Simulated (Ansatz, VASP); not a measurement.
IrO2 in VASP and in Ansatz

```
CELL_PARAMETERS angstrom
4.47149 0.00000 0.00000
0.00000 4.47149 0.00000
0.00000 0.00000 3.15357
ATOMIC_POSITIONS crystal
Ir 0.00000 0.00000 0.00000
Ir 0.50000 0.50000 0.50000
O 0.30878 0.30878 0.00000
O 0.19122 0.80878 0.50000
O 0.69122 0.69122 0.00000
O 0.80878 0.19122 0.50000
```

Alike in both runs: functional PBEsol; k mesh 8 × 8 × 12; occupations gaussian, width 0.1 eV; no spin polarisation.

Ansatz relaxed the structure, and its values are those at the end. VASP's run is a single point on that final structure, the one shown.

```csv
,VASP,Ansatz
version,VASP 6.6.1,Ansatz 0.2.0
potentials or method,"VASP PAW PBE potentials, release 64 (Ir, O), cutoff 520 eV","scalar-relativistic, plane waves, PAW"
valence electrons in the cell,42,58
```

VASP gave:

* gap on the k mesh at the Fermi level (eV): none
* pressure (GPa): 3.0

Q: Estimate Ansatz's values.

A: gap on the k mesh at the Fermi level (eV): none; pressure (GPa): 0.0.

VASP's potentials were made for PBE, not for PBEsol. A gap of «none» marks a metal or a gap that the smearing closes. VASP's potentials hold 42 valence electrons a cell and Ansatz's 58, so a difference there can come from the potentials and not from the codes.

Neither program's run includes spin-orbit coupling.
